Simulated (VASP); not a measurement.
# NiO2 (R-3m) in VASP: notebook

NiO2 is run at these levels: r2SCAN; tasks: single point, relaxation of shape and atoms at fixed volume.

Program: VASP 6.6.1. These are calculated values, not measurements. Logs are shortened: lines on timing, memory, paths and dates and some standing lists are left out, and cuts for length are marked.

## (1) The cell of the first run

It takes space group R-3m (No. 166, trigonal). The conventional cell has a = 2.775 Å, b = 2.775 Å, c = 16.223 Å, α = 90.00°, β = 90.00°, γ = 120.00°. Within 2.5 Å of Ni (site symmetry -3m) lie 6 O at 1.86 Å. O (site symmetry 3m) has 3 Ni at 1.86 Å and 3 O at 2.47 Å within 2.5 Å.

## (2) Single point, r2SCAN (12.02 Å³/atom)

Input file POSCAR:

```
NiO2
1.0
    1.3876533977      0.8011620627      5.4078244349
   -1.3876533977      0.8011620627      5.4078244349
    0.0000000000     -1.6023241254      5.4078244349
Ni O
1 2
Direct
    0.0000000000      0.0000000000      0.0000000000
    0.6087163548      0.6087163548      0.6087163548
    0.3912836452      0.3912836452      0.3912836452
```

Input file INCAR.step1:

```
SYSTEM = NiO2
PREC     = Accurate       ! precision mode
ENCUT    = 520            ! plane-wave cutoff, eV
ISMEAR   = 0              ! smearing method
SIGMA    = 0.02           ! smearing width, eV
LREAL    = .False.        ! projectors in reciprocal space
LASPH    = .True.         ! aspherical terms in the spheres
NELM     = 100            ! most SCF steps
NBANDS   = 18             ! bands
GGA      = PE             ! functional
ALGO     = Normal         ! electronic algorithm
EDIFF    = 1E-4           ! SCF threshold, eV
LWAVE    = .True.         ! write WAVECAR
LCHARG   = .False.        ! write CHGCAR
```

Input file INCAR.step2:

```
SYSTEM = NiO2
PREC     = Accurate       ! precision mode
ENCUT    = 520            ! plane-wave cutoff, eV
EDIFF    = 1E-6           ! SCF threshold, eV
ISMEAR   = 0              ! smearing method
SIGMA    = 0.02           ! smearing width, eV
LREAL    = .False.        ! projectors in reciprocal space
LASPH    = .True.         ! aspherical terms in the spheres
NELM     = 100            ! most SCF steps
ALGO     = Normal         ! electronic algorithm
ISIF     = 2              ! what is computed and relaxed
LWAVE    = .False.        ! write WAVECAR
LCHARG   = .True.         ! write CHGCAR
METAGGA  = R2SCAN         ! meta-GGA
LMIXTAU  = .True.       
LELF     = .True.         ! ELF
LVHAR    = .True.       
NBANDS   = 18             ! bands
ISTART   = 1
```

Input file KPOINTS:

```
regular mesh
0
Gamma
  12 12 12
  0 0 0
```

Potentials or basis: VASP PAW PBE potentials, release 64 (Ni, O).

On the command line:

```
> cat potpaw_PBE.64/Ni/POTCAR potpaw_PBE.64/O/POTCAR > POTCAR
> cp INCAR.step1 INCAR
> mpirun -np 1 vasp_std > vasp.out
> cp INCAR.step2 INCAR
> mpirun -np 1 vasp_std > vasp.out
```

OUTCAR:

```text
SYSTEM = NiO2
   PREC = Accurate
   ENCUT = 520
   EDIFF = 1E-6
   ISMEAR = 0
   LREAL = .False.
   LASPH = .True.
   NELM = 100
   ISIF = 2
   METAGGA = R2SCAN
   ISTART = 1

 ion  position               nearest neighbor table
   1  0.000  0.000  0.000-   2 1.86   3 1.86   2 1.86   2 1.86   3 1.86   3 1.86
   2  0.609  0.609  0.609-   1 1.86   1 1.86   1 1.86
   3  0.391  0.391  0.391-   1 1.86   1 1.86   1 1.86

  LATTYP: Found a trigonal (rhomboedric) cell.
 ALAT       =     5.6402134465
 COS(alpha) =     0.8789399293

  Lattice vectors:

 A1 = (   1.3876533977,   0.8011620627,   5.4078244349)
 A2 = (  -1.3876533977,   0.8011620627,   5.4078244349)
 A3 = (   0.0000000000,  -1.6023241254,   5.4078244349)

Analysis of symmetry for initial positions (statically):
=====================================================================
 Subroutine PRICEL returns:
 Original cell was already a primitive cell.

 Routine SETGRP: Setting up the symmetry group for a
 trigonal (rhombohedral) supercell.

 Subroutine GETGRP returns: Found 12 space group operations
 (whereof 12 operations were pure point group operations)
 out of a pool of 12 trial point group operations.

The static configuration has the point symmetry D_3d.

Analysis of symmetry for dynamics (positions and initial velocities):
=====================================================================
 Subroutine PRICEL returns:
 Original cell was already a primitive cell.

 Routine SETGRP: Setting up the symmetry group for a
 trigonal (rhombohedral) supercell.

 Subroutine GETGRP returns: Found 12 space group operations
 (whereof 12 operations were pure point group operations)
 out of a pool of 12 trial point group operations.

The dynamic configuration has the point symmetry D_3d.

 Subroutine INISYM returns: Found 12 space group operations
 (whereof 12 operations are pure point group operations),
 and found     1 'primitive' translations

----------------------------------------------------------------------------------------

                                     Primitive cell

  volume of cell :      36.0724

  direct lattice vectors                    reciprocal lattice vectors
     1.387653398  0.801162063  5.407824435     0.360320524  0.208031152  0.061639082
    -1.387653398  0.801162063  5.407824435    -0.360320524  0.208031152  0.061639082
     0.000000000 -1.602324125  5.407824435     0.000000000 -0.416062304  0.061639082

  length of vectors
     5.640213446  5.640213446  5.640213446     0.420603396  0.420603396  0.420603396

  position of ions in fractional coordinates (direct lattice)
     0.000000000  0.000000000  0.000000000
     0.608716355  0.608716355  0.608716355
     0.391283645  0.391283645  0.391283645

  ion indices of the primitive-cell ions
   primitive index   ion index
                 1           1
                 2           2
                 3           3

----------------------------------------------------------------------------------------

 KPOINTS: regular mesh

Automatic generation of k-mesh.
 Grid dimensions read from file:
 generate k-points for:   12   12   12

 Generating k-lattice:

  Cartesian coordinates                     Fractional coordinates (reciprocal lattice)
     0.030026710  0.017335929  0.005136590     0.083333333 -0.000000000  0.000000000
    -0.030026710  0.017335929  0.005136590    -0.000000000  0.083333333  0.000000000
     0.000000000 -0.034671859  0.005136590     0.000000000  0.000000000  0.083333333

  Length of vectors
     0.035050283  0.035050283  0.035050283

  Shift w.r.t. Gamma in fractional coordinates (k-lattice)
     0.000000000  0.000000000  0.000000000

 Subroutine IBZKPT returns following result:
 ===========================================

 Found    189 irreducible k-points:

 Following reciprocal coordinates:
            Coordinates               Weight
  0.000000  0.000000  0.000000      1.000000
  0.083333 -0.000000  0.000000      6.000000
  0.166667 -0.000000  0.000000      6.000000
  0.250000 -0.000000  0.000000      6.000000
  0.333333 -0.000000  0.000000      6.000000
  0.416667  0.000000  0.000000      6.000000
[... 16 lines left out ...]
  0.500000  0.166667  0.000000     12.000000
 -0.416667  0.166667 -0.000000     12.000000
 [... further k-points ...]
   k-points           NKPTS =    189   k-points in BZ     NKDIM =    189   number of bands    NBANDS=     18
   number of dos      NEDOS =    301   number of ions     NIONS =      3
   total plane-waves  NPLWV =  74088
   dimension x,y,z NGX =    42 NGY =   42 NGZ =   42
   dimension x,y,z NGXF=    84 NGYF=   84 NGZF=   84
   ions per type =               1   2
   NGX,Y,Z   is equivalent  to a cutoff of  12.38, 12.38, 12.38 a.u.
   NGXF,Y,Z  is equivalent  to a cutoff of  24.76, 24.76, 24.76 a.u.
 SYSTEM =  NiO2
   PREC   = accura    normal or accurate (medium, high low for compatibility)
   ISTART =      1    job   : 0-new  1-cont  2-samecut
   ICHARG =      0    charge: 1-file 2-atom 10-const
   ISPIN  =      1    spin polarized calculation?
   LNONCOLLINEAR =      F non collinear calculations
   LSORBIT =      F    spin-orbit coupling
   LASPH  =      T    aspherical Exc in radial PAW
   ENCUT  =  520.0 eV  38.22 Ry    6.18 a.u.  10.49 10.49 10.49*2*pi/ulx,y,z
   NELM   =    100;   NELMIN=  2; NELMDL=  0     # of ELM steps
   EDIFF  = 0.1E-05   stopping-criterion for ELM
   LREAL  =      F    real-space projection
   EDIFFG = 0.1E-04   stopping-criterion for IOM
   NSW    =      0    number of steps for IOM
   IBRION =     -1    ionic relax: 0-MD 1-quasi-New 2-CG
   NFREE  =      0    steps in history (QN), initial steepest desc. (CG)
   ISIF   =      2    stress and relaxation
   ISYM   =      2    0-nonsym 1-usesym 2-fastsym
   POTIM  = 0.5000    time-step for ionic-motion
   TEBEG  =    0.0;   TEEND  =   0.0 temperature during run
   PSTRESS=    0.0 pullay stress
   NELECT =      22.0000    total number of electrons
   NUPDOWN=      -1.0000    fix difference up-down
   EMIN   =  10.00;   EMAX   =-10.00  energy-range for DOS
   EFERMI =   0.00;   METHOD = LEGACY
   ISMEAR =     0;   SIGMA  =   0.02  broadening in eV -4-tet -1-fermi 0-gaus
   EFERMI_NEDOS =   21; number of points for ismear=-14 and -15
   IALGO  =     38    algorithm
   IMIX   =      4    mixing-type and parameters
     AMIX     =   0.40;   BMIX     =  1.00
     AMIX_MAG =   1.60;   BMIX_MAG =  1.00
  volume/ion in A,a.u.               =      12.02        81.14
  Fermi-wavevector in a.u.,A,eV,Ry     =   1.388323  2.623551 26.224440  1.927442
  Thomas-Fermi vector in A             =   2.512460
   LORBIT       =      0    0 simple, 1 ext, 2 COOP (PROOUT), +10 PAW based schemes
   METAGGA = R2SCAN    functional components
   LHFCALC =     F    Hartree Fock is set to
   AEXX    =    0.0000 exact exchange contribution
   IVDW    =     0    specifies the selected vdW correction
   LEPSILON=     F    determine dielectric tensor
   LRPA    =     F    only Hartree local field effects (RPA)
 non-spin polarized calculation
 Gauss-broadening in eV      SIGMA  =   0.02
  energy-cutoff  :      520.00
  volume of cell :       36.07
 maximum number of plane-waves:       986
 NGX is ok and might be reduce to    42
   NGX = 21   NGY = 21   NGZ = 21

 number of electron      22.0000003 magnetization

 Free energy of the ion-electron system (eV)
  ---------------------------------------------------
  ext. energy  EPLUGINS =         0.00000000
  ---------------------------------------------------
  free energy    TOTEN  =       -26.44050164 eV

  energy without entropy =      -26.44050164  energy(sigma->0) =      -26.44050164

 E-fermi :   0.7367     XC(G=0): -10.2763

 val. band max:        0.5309520405   @ k =  -0.4167   0.5000   0.4167
 cond. band min:       2.1656042612   @ k =   0.4167   0.4167   0.1667
 fundamental gap:      1.6346522207
 Fermi energy:         0.7367264758

 k-point     1 :       0.0000    0.0000    0.0000
  band No.  band energies     occupation
      1     -19.8246      2.00000
      2     -17.4499      2.00000
      3      -4.9846      2.00000
      4      -4.8310      2.00000
      5      -4.8310      2.00000
      6      -1.6939      2.00000
[... 10 lines left out ...]
     17      21.3042      0.00000
     18      22.1838      0.00000

 k-point     2 :       0.0833   -0.0000    0.0000
  band No.  band energies     occupation
      1     -19.7313      2.00000
      2     -17.4542      2.00000
      3      -4.8924      2.00000
      4      -4.8783      2.00000
      5      -4.7665      2.00000
      6      -1.9004      2.00000
[... 10 lines left out ...]
     17      21.1504      0.00000
     18      21.4621      0.00000

 k-point     3 :       0.1667   -0.0000    0.0000
  band No.  band energies     occupation
      1     -19.4657      2.00000
      2     -17.4692      2.00000
      3      -5.0088      2.00000
      4      -4.5914      2.00000
      5      -4.5884      2.00000
      6      -2.5566      2.00000
[... 10 lines left out ...]
     17      19.8867      0.00000
     18      20.8174      0.00000

 k-point     4 :       0.2500   -0.0000    0.0000
  band No.  band energies     occupation
      1     -19.0713      2.00000
      2     -17.5020      2.00000
      3      -5.1200      2.00000
      4      -4.3515      2.00000
      5      -4.2275      2.00000
      6      -3.3597      2.00000
[... 375 lines left out ...]
      4      -4.7047      2.00000
      5      -3.8274      2.00000
      6      -3.1789      2.00000
[... 10 lines left out ...]
     17      17.6960      0.00000
     18      18.5367      0.00000

 k-point    23 :       0.5000    0.1667    0.0000
  band No.  band energies     occupation
      1     -18.0943      2.00000
      2     -17.6635      2.00000
      3      -5.4833      2.00000
      4      -4.6980      2.00000
      5      -3.6131      2.00000
      6      -2.9972      2.00000
[... 10 lines left out ...]
     17      18.2822      0.00000
     18      18.7357      0.00000

 k-point    24 :      -0.4167    0.1667   -0.0000
  band No.  band energies     occupation
      1     -17.8786      2.00000
      2     -17.7737      2.00000
      3      -5.6596      2.00000
      4      -4.6692      2.00000
      5      -3.3096      2.00000
      6      -3.2013      2.00000
[... 10 lines left out ...]
     17      18.4620      0.00000
     18      18.8772      0.00000

 [... further k-points ...]

------------------------ aborting loop because EDIFF is reached ----------------------------------------

  FORCE on cell =-STRESS in cart. coord.  units (eV):
  Direction    XX          YY          ZZ          XY          YZ          ZX
  --------------------------------------------------------------------------------------
  -------------------------------------------------------------------------------------
  Total        0.2852052      0.2852052      0.1474834      0.0000000      0.0000000     -0.0000000
  in kB       12.6675532     12.6675532      6.5505602      0.0000000      0.0000000     -0.0000000
  external PRESSURE =      10.6285555 kB  Pullay stress =       0.0000000 kB

 VOLUME and BASIS-vectors are now :
 -----------------------------------------------------------------------------
  energy-cutoff  :      520.00
  volume of cell :       36.07
      direct lattice vectors                 reciprocal lattice vectors
     1.387653398  0.801162063  5.407824435     0.360320524  0.208031152  0.061639082
    -1.387653398  0.801162063  5.407824435    -0.360320524  0.208031152  0.061639082
     0.000000000 -1.602324125  5.407824435     0.000000000 -0.416062304  0.061639082

 POSITION                                       TOTAL-FORCE (eV/Angst)
 -----------------------------------------------------------------------------------
      0.00000      0.00000      0.00000         0.000000      0.000000      0.000000
      0.00000      0.00000      9.87549         0.000000     -0.000000     -0.134433
      0.00000      0.00000      6.34798         0.000000     -0.000000      0.134433
 -----------------------------------------------------------------------------------
    total drift:                               -0.000000      0.000000      0.000000

  FREE ENERGIE OF THE ION-ELECTRON SYSTEM (eV)
  ---------------------------------------------------
  free  energy   TOTEN  =       -26.4405016426 eV

  energy  without entropy=      -26.4405016426  energy(sigma->0) =      -26.44050164
```

It took 12 min on 1 thread of Intel Xeon 6975P-C (Granite Rapids), shared host; peak memory 0.34 GiB.

What came out:

```yaml
Free_energy: -26.4405 eV
Pressure: 1.1 GPa
Largest_force: 0.134 eV/Å
Band_gap_on_the_k_mesh: 1.63 eV (least direct gap 1.85 eV)
```

Forces on the atoms (eV/Å):
```
Ni   0.000  0.000  0.000
O    0.000  0.000 -0.134
O    0.000  0.000  0.134
```

Levels at points of the mesh, in eV from the valence-band top:
```csv
k point,band 7,band 8,band 9,band 10,band 11,band 12,band 13,band 14,band 15,band 16
"(0.00, 0.00, 0.00)",-2.22,-0.82,-0.70,-0.70,-0.27,2.87,2.87,8.41,12.44,13.85
"(0.50, 0.00, 0.00)",-2.42,-1.92,-1.68,-1.60,-1.02,2.23,2.76,13.34,13.63,15.31
"(0.50, 0.50, 0.00)",-2.43,-1.92,-1.69,-1.46,-1.04,2.12,2.77,13.54,14.30,14.84
"(0.50, 0.50, 0.50)",-2.22,-1.30,-0.69,-0.69,-0.11,2.86,2.86,9.93,10.75,13.56
```

Caveat: the PAW data sets were made with another functional, which shifts forces and pressure a little. A k mesh can miss the band edges.

## (3) Relaxation of shape and atoms at fixed volume, r2SCAN (11.00 Å³/atom)

This run uses another cell than the first one, of 11.00 Å³/atom.

Input file POSCAR:

```
NiO2
1.0
    1.3728657746      0.7926244245      5.0558514263
   -1.3728657746      0.7926244245      5.0558514263
    0.0000000000     -1.5852488491      5.0558514263
Ni O
1 2
Direct
    0.0000000000      0.0000000000      0.0000000000
    0.6052842837      0.6052842837      0.6052842837
    0.3947157163      0.3947157163      0.3947157163
```

Input file INCAR.step1:

```
SYSTEM = NiO2
PREC = Accurate ; ENCUT = 600
ISMEAR = 0 ; SIGMA = 0.02
LREAL = .FALSE. ; LASPH = .TRUE.
NELM = 80 ; GGA = PE
ALGO = Normal ; EDIFF = 1E-4
LWAVE = .TRUE. ; LCHARG = .FALSE.
```

Input file INCAR.step2:

```
SYSTEM = NiO2
PREC = Accurate ; ENCUT = 600
EDIFF = 1E-6 ; ISMEAR = 0
SIGMA = 0.02 ; LREAL = .FALSE.
LASPH = .TRUE. ; NELM = 80
ALGO = Normal ; ISIF = 4
LWAVE = .FALSE. ; LCHARG = .FALSE.
METAGGA = R2SCAN ; LMIXTAU = .TRUE.
IBRION = 2 ; NSW = 50
EDIFFG = -0.01 ; ISTART = 1
```

Input file KPOINTS:

```
regular mesh
0
G
  12 12 12
  0 0 0
```

Potentials or basis: VASP PAW PBE potentials, release 64 (Ni, O).

On the command line:

```
> cat potpaw_PBE.64/Ni/POTCAR potpaw_PBE.64/O/POTCAR > POTCAR
> cp INCAR.step1 INCAR
> mpirun -np 1 vasp_std > vasp.out
> cp INCAR.step2 INCAR
> mpirun -np 1 vasp_std > vasp.out
```

It took 45 min on 1 thread of Intel Xeon 6975P-C (Granite Rapids), shared host; peak memory 0.39 GiB.

It converged, with:

```
Free energy               : -26.4473 eV
Energy gained by relaxing : 10.0 meV/atom
Ionic steps               : 5
Pressure after relaxing   : 0.0 GPa
Band gap on the k mesh    : 1.48 eV (least direct gap 1.67 eV)
```

Stress tensor (GPa, compression positive):
```
 0.05  0.00  0.00
 0.00  0.05  0.00
 0.00  0.00 -0.08
```

The path:
```tsv
step	energy change (eV)	largest force (eV/Å)	pressure (GPa)	volume (Å³)
1	0.0000	0.6179	7.53	33.01
2	-0.0240	0.0132	2.30	33.01
3	-0.0246	0.0958	1.34	33.01
4	-0.0292	0.0328	0.61	33.01
5	-0.0299	0.0005	0.01	33.01
```

Final structure:
```yaml
crystal:
  lattice:
    - [1.38904, 0.80196, 4.93882]
    - [-1.38904, 0.80196, 4.93882]
    - [0.00000, -1.60392, 4.93882]
  atoms:
    - { symbol: Ni, position: [0.00000, 0.00000, 0.00000] }
    - { symbol: O, position: [0.60294, 0.60294, 0.60294] }
    - { symbol: O, position: [0.39706, 0.39706, 0.39706] }
```

Levels at points of the mesh, in eV from the valence-band top:
```tsv
k point	band 8	band 9	band 10	band 11	band 12	band 13	band 14	band 15
(0.00, 0.00, 0.00)	-0.79	-0.79	-0.65	-0.43	2.78	2.78	8.58	12.54
(0.50, 0.00, 0.00)	-1.98	-1.78	-1.74	-1.08	2.21	2.64	13.21	13.63
(0.50, 0.50, 0.00)	-1.98	-1.77	-1.42	-1.14	1.97	2.68	13.55	14.19
(0.50, 0.50, 0.50)	-1.60	-0.76	-0.76	-0.12	2.75	2.75	10.47	10.96
```

Caveat: the PAW data sets were made with another functional, which shifts forces and pressure a little. A k mesh can miss the band edges.
